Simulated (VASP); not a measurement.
# LiCl (P6_3mc) in VASP: a series of runs, part 2 of 2

VASP 6.6.1.

**3. Single point, PBE**

Contents of INCAR:

```
  ALGO = Normal
  EDIFF = 1E-6
  ENCUT = 520
  GGA = PE
  ISIF = 2
  ISMEAR = 0
  LASPH = T
  LCHARG = T
  LELF = T
  LREAL = F
  LVHAR = T
  LWAVE = F
  NBANDS = 18
  NELM = 100
  PREC = Accurate
  SIGMA = 0.01
```

Contents of KPOINTS:

```
k-points
0
Gamma
  6 6 2
```

Contents of POSCAR:

```
LiCl
1.0
    3.8937404213      0.0000000000      0.0000000000
   -1.9468702107      3.3720781205      0.0000000000
    0.0000000000      0.0000000000      6.2258773919
Li Cl
2 2
Direct
    0.6666666667      0.3333333333      0.8780761529
    0.3333333333      0.6666666667      0.3780761529
    0.6666666667      0.3333333333      0.4969248471
    0.3333333333      0.6666666667      0.9969248471
```

Potentials or basis: VASP PAW PBE potentials, release 64 (Li_sv, Cl).

Run with:

```
$ cat potpaw_PBE.64/Li_sv/POTCAR potpaw_PBE.64/Cl/POTCAR > POTCAR
$ mpirun -np 1 vasp_std > vasp.out
```

OUTCAR:

```text
EDIFF = 1E-6
   ENCUT = 520
   GGA = PE
   ISIF = 2
   ISMEAR = 0
   LASPH = T
   LREAL = F
   NELM = 100
   PREC = Accurate

 ion  position               nearest neighbor table
   1  0.667  0.333  0.878-   4 2.37   4 2.37   4 2.37   3 2.37
   2  0.333  0.667  0.378-   3 2.37   3 2.37   3 2.37   4 2.37
   3  0.667  0.333  0.497-   2 2.37   2 2.37   2 2.37   1 2.37
   4  0.333  0.667  0.997-   1 2.37   1 2.37   1 2.37   2 2.37

  LATTYP: Found a hexagonal cell.
 ALAT       =     3.8937404213
 C/A-ratio  =     1.5989451577

  Lattice vectors:

 A1 = (   3.8937404213,   0.0000000000,   0.0000000000)
 A2 = (  -1.9468702107,   3.3720781205,   0.0000000000)
 A3 = (   0.0000000000,   0.0000000000,   6.2258773919)

Analysis of symmetry for initial positions (statically):
=====================================================================
 Subroutine PRICEL returns:
 Original cell was already a primitive cell.

 Routine SETGRP: Setting up the symmetry group for a
 hexagonal supercell.

[... 161 lines left out ...]

 E-fermi :  -0.9774     XC(G=0):  -7.7196

 val. band max:       -1.0933343230   @ k =   0.0000   0.0000   0.0000
 cond. band min:       4.9335653069   @ k =   0.0000   0.0000   0.0000
 fundamental gap:      6.0268996298
 Fermi energy:        -0.9773983600

 k-point     1 :       0.0000    0.0000    0.0000
  band No.  band energies     occupation
      1     -43.9913      2.00000
      2     -43.9898      2.00000
      3     -13.8891      2.00000
      4     -13.5659      2.00000
      5      -3.2056      2.00000
      6      -1.5103      2.00000
[... 271 lines left out ...]
      5      -2.6415      2.00000
      6      -2.6415      2.00000
[... 10 lines left out ...]
     17      11.3179      0.00000
     18      11.3179      0.00000

------------------------ aborting loop because EDIFF is reached ----------------------------------------

  FORCE on cell =-STRESS in cart. coord.  units (eV):
  Direction    XX          YY          ZZ          XY          YZ          ZX
  --------------------------------------------------------------------------------------
  -------------------------------------------------------------------------------------
  Total        0.3059780      0.3059780      0.3050530     -0.0000000      0.0000000      0.0000000
  in kB        5.9970220      5.9970220      5.9788927     -0.0000000      0.0000000      0.0000000
  external PRESSURE =       5.9909789 kB  Pullay stress =       0.0000000 kB

 VOLUME and BASIS-vectors are now :
 -----------------------------------------------------------------------------
  energy-cutoff  :      520.00
  volume of cell :       81.75
      direct lattice vectors                 reciprocal lattice vectors
     3.893740421  0.000000000  0.000000000     0.256822462  0.148276517  0.000000000
    -1.946870211  3.372078120  0.000000000     0.000000000  0.296553035  0.000000000
     0.000000000  0.000000000  6.225877392     0.000000000  0.000000000  0.160619931

 POSITION                                       TOTAL-FORCE (eV/Angst)
 -----------------------------------------------------------------------------------
      1.94687      1.12403      5.46679         0.000000      0.000000      0.001070
     -0.00000      2.24805      2.35386        -0.000000     -0.000000      0.001070
      1.94687      1.12403      3.09379         0.000000     -0.000000     -0.001070
     -0.00000      2.24805      6.20673        -0.000000      0.000000     -0.001070
 -----------------------------------------------------------------------------------
    total drift:                               -0.000000     -0.000000      0.000028

  FREE ENERGIE OF THE ION-ELECTRON SYSTEM (eV)
  ---------------------------------------------------
  free  energy   TOTEN  =       -14.8677874996 eV

  energy  without entropy=      -14.8677874996  energy(sigma->0) =      -14.86778750
```

stdout:

```text
POSCAR found type information on POSCAR LiCl
 POSCAR found :  2 types and       4 ions
 scaLAPACK will be used
 LDA part: xc-table for (Slater+PW92), standard interpolation
 POSCAR, INCAR and KPOINTS ok, starting setup
 FFT: planning ... GRIDC
 FFT: planning ... GRID_SOFT
 FFT: planning ... GRID
 WAVECAR not read
 entering main loop
```

It took 32 s on 1 thread of Intel Xeon 8259CL, shared host; peak memory 0.19 GiB.

Results:

```yaml
Free_energy: -14.8678 eV
Band_gap_on_the_k_mesh: 6.03 eV
```

Caveat: the k points lie up to 0.50 Å⁻¹ apart; the cutoff is under 1.25 times the usual one of these potentials, so pressure, stress and relaxed cells hold a basis-set (Pulay) error.

**4. Single point, r2SCAN**

POSCAR is that of step 3.

Contents of INCAR.step1:

```
SYSTEM = LiCl
  PREC = Accurate
  ENCUT = 520
  ISMEAR = 0
  SIGMA = 0.01
  LREAL = .FALSE.
  LASPH = .TRUE.
  NELM = 80
  NBANDS = 18
  GGA = PE
  ALGO = Normal
  EDIFF = 1E-4
  LWAVE = .TRUE.
  LCHARG = .FALSE.
```

Contents of INCAR.step2:

```
SYSTEM = LiCl
  PREC = Accurate
  ENCUT = 520
  EDIFF = 1E-6
  ISMEAR = 0
  SIGMA = 0.01
  LREAL = .FALSE.
  LASPH = .TRUE.
  NELM = 80
  ALGO = Normal
  ISIF = 2
  LWAVE = .FALSE.
  LCHARG = .TRUE.
  METAGGA = R2SCAN
  LMIXTAU = .TRUE.
  LELF = .TRUE.
  LVHAR = .TRUE.
  NBANDS = 18
  ISTART = 1
```

Contents of KPOINTS:

```
Automatic mesh
0
G
  6 6 2
  0 0 0
```

Run with:

```
$ cat potpaw_PBE.64/Li_sv/POTCAR potpaw_PBE.64/Cl/POTCAR > POTCAR
$ cp INCAR.step1 INCAR
$ mpirun -np 1 vasp_std > vasp.out
$ cp INCAR.step2 INCAR
$ mpirun -np 1 vasp_std > vasp.out
```

It took 2.3 min on 1 thread of Intel Xeon 8259CL, shared host; peak memory 0.2 GiB.

The run converged. Its results:

| Property | Result |
| --- | --- |
| Free energy | -25.1743 eV |
| Largest force | 0.004 eV/Å |
| Band gap on the k mesh | 6.74 eV |

Forces on the atoms (eV/Å):
```
Li   0.000  0.000 -0.004
Li   0.000  0.000 -0.004
Cl   0.000  0.000  0.004
Cl   0.000  0.000  0.004
```

Levels at points of the mesh, in eV from the valence-band top:
```csv
k point,band 8,band 9,band 10,band 11,band 12,band 13
"(0.00, 0.00, 0.00)",-0.09,-0.09,0.00,6.74,9.07,10.80
"(0.50, 0.00, 0.00)",-0.96,-0.61,-0.36,8.46,8.61,9.96
"(0.00, 0.00, 0.50)",-0.26,-0.26,-0.26,8.07,8.07,11.00
"(0.50, 0.00, 0.50)",-0.68,-0.61,-0.61,8.03,8.03,10.70
```

Caveat: the k points lie up to 0.50 Å⁻¹ apart; the cutoff is under 1.25 times the usual one of these potentials, so pressure, stress and relaxed cells hold a basis-set (Pulay) error; the PAW data sets were made with another functional, which shifts forces and pressure a little.

**5. Summary**

```csv
level,potentials or basis,gap on the mesh (eV)
LDA,"VASP PAW LDA potentials, release 64 (Li_sv, Cl)",5.61
PBE,"VASP PAW PBE potentials, release 64 (Li_sv, Cl)",6.03
r2SCAN,"VASP PAW PBE potentials, release 64 (Li_sv, Cl)",6.74
```

Alike in all rows: task single point; no spin polarisation; cell as given; k mesh 6 × 6 × 2; cutoff (eV) 520; smearing gaussian 0.01 eV.

Caveats: all runs use coarse meshes; the cutoff is under 1.25 times the usual one of these potentials, so pressure, stress and relaxed cells hold a basis-set (Pulay) error; the PAW data sets were made with another functional, which shifts forces and pressure a little (at least some runs).

Absolute energies hang on the potentials; compare differences alone.
